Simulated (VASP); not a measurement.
Write the native input for VASP 6.6.1 that does the following.

```yaml
Task: relaxation of cell and atoms
Functional: PBE
Potentials_or_basis: VASP PAW PBE potentials, release 64 (Mo_sv)
Cutoff: 640 eV
k_mesh: 16 × 16 × 16
Occupations: fermi-dirac, width 0.02 eV
Spin: non-collinear spin, zero start, spin-orbit coupling
Starting_moments: "[[0.0, 0.0, 0.0]] μB"
Tolerance_level: tight
Purpose: cell
Passes: 3
Further_INCAR_settings: ALGO = Normal; EDIFF = 1e-07
```

Mo:

```
CELL_PARAMETERS angstrom
-1.55696 1.55696 1.55696
1.55696 -1.55696 1.55696
1.55696 1.55696 -1.55696
ATOMIC_POSITIONS crystal
Mo 0.00000 0.00000 0.00000
```

The input as run:

POSCAR

```
Mo
1.0
   -1.5569595651      1.5569595651      1.5569595651
    1.5569595651     -1.5569595651      1.5569595651
    1.5569595651      1.5569595651     -1.5569595651
Mo
1
Direct
    0.0000000000      0.0000000000      0.0000000000
```

INCAR.step1

```
GGA = PE
LSORBIT = T
MAGMOM = 0 0 0
LORBIT = 11
ISMEAR = -1
SIGMA = 0.02
LWAVE = F
LCHARG = F
NSW = 80
PREC = Accurate
LASPH = T
LREAL = F
ALGO = Normal
EDIFF = 1E-7
NELM = 200
GGA_COMPAT = F
IBRION = 2
ISIF = 3
EDIFFG = -0.002
NELMIN = 4
ENCUT = 640
LMAXMIX = 4
KPAR = 2
POTIM = 0.5
```

INCAR.step4

```
GGA = PE
LSORBIT = T
MAGMOM = 0 0 0
LORBIT = 11
ISMEAR = -1
SIGMA = 0.02
LWAVE = F
LCHARG = F
PREC = Accurate
LASPH = T
LREAL = F
ALGO = Normal
EDIFF = 1E-7
NELM = 200
GGA_COMPAT = F
ISIF = 2
ENCUT = 640
LMAXMIX = 4
KPAR = 2
```

KPOINTS

```
Automatic mesh
0
Gamma
  16 16 16
  0 0 0
```

Potentials or basis: VASP PAW PBE potentials, release 64 (Mo_sv).

Run with:

```bash
$ cat potpaw_PBE.64/Mo_sv/POTCAR > POTCAR
$ cp INCAR.step1 INCAR
$ cp POSCAR.step1 POSCAR
$ mpirun -np 2 vasp_ncl > vasp.out
$ cp CONTCAR POSCAR
$ mpirun -np 2 vasp_ncl > vasp.out
$ cp CONTCAR POSCAR
$ mpirun -np 2 vasp_ncl > vasp.out
$ cp CONTCAR POSCAR
$ cp INCAR.step4 INCAR
$ mpirun -np 2 vasp_ncl > vasp.out
```

It gave:

- Relaxed volume: 15.81 Å³/atom
- Relaxed cell: a = 2.738 Å, b = 2.738 Å, c = 2.738 Å, α = 109.47°, β = 109.47°, γ = 109.47°
- Space group after relaxing (to 0.1 Å): Im-3m (No. 229)
- Energy gained by relaxing: 28.8 meV/atom
- Ionic steps: 20
- Pressure after relaxing: 0.0 GPa
- Net moment: 0.00 μB per cell
- Valence electrons inside the program's atomic spheres: Mo 12.48

Wall time 4.8 min on 2 MPI ranks on Intel(R) Xeon(R) 6975P-C (Granite Rapids), on a shared host, peak memory 0.25 GiB a rank.
